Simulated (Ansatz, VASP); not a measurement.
# Two plane-wave programs on Mo

Contents of INCAR:

```
  ALGO = Normal
  EDIFF = 1E-7
  EDIFFG = -0.01
  ENCUT = 600
  GGA = RP
  IBRION = 2
  ISIF = 3
  ISMEAR = -1
  LASPH = T
  LCHARG = F
  LREAL = F
  LWAVE = F
  NELM = 80
  NSW = 80
  PREC = Accurate
  SIGMA = 0.15
```

Contents of KPOINTS:

```
k-points
0
Gamma
  13 13 13
```

The input POSCAR:

```
Mo
1.0
   -1.5734150000      1.5734150000      1.5734150000
    1.5734150000     -1.5734150000      1.5734150000
    1.5734150000      1.5734150000     -1.5734150000
Mo
1
Direct
    0.0000000000      0.0000000000      0.0000000000
```

Input for Ansatz:

```yaml
crystal:
  lattice:
    - [-1.573415, 1.573415, 1.573415]
    - [1.573415, -1.573415, 1.573415]
    - [1.573415, 1.573415, -1.573415]
  atoms:
    - { symbol: Mo, position: [0.0, 0.0, 0.0] }
accuracy: medium
kpoints:
  mp_grid:
    grid: [13, 13, 13]
hamiltonian:
  xc: rpbe
  dispersion: none
scf:
  n_extra_bands: 4
  convergence:
    dr2_threshold: 1.0e-08
  occupations:
    method: fermi_dirac
    width: 0.15
relax:
  cell: {}
```

Alike in both runs: task relaxation of cell and atoms; functional RPBE; k mesh 13 × 13 × 13; occupations fermi-dirac, width 0.15 eV; no spin polarisation.

```csv
,VASP,Ansatz
version,VASP 6.6.1,Ansatz 0.2.0
potentials or method,"VASP PAW PBE potentials, release 64 (Mo_sv)","plane waves, PAW"
plane-wave cutoff (eV),600,420
valence electrons in the cell,14,14
```

Ansatz gave:

```
relaxed volume (Å³/atom)                                     : 16.00
relaxed cell length with the largest relative difference (Å) : 2.750
```

**Question.** What did VASP give for the same quantities?

**Answer.** Relaxed volume (Å³/atom): 16.03; relaxed cell length with the largest relative difference (Å): 2.751.

VASP's potentials were made for PBE, not for RPBE. Ansatz's warnings: stress scf threshold loose.
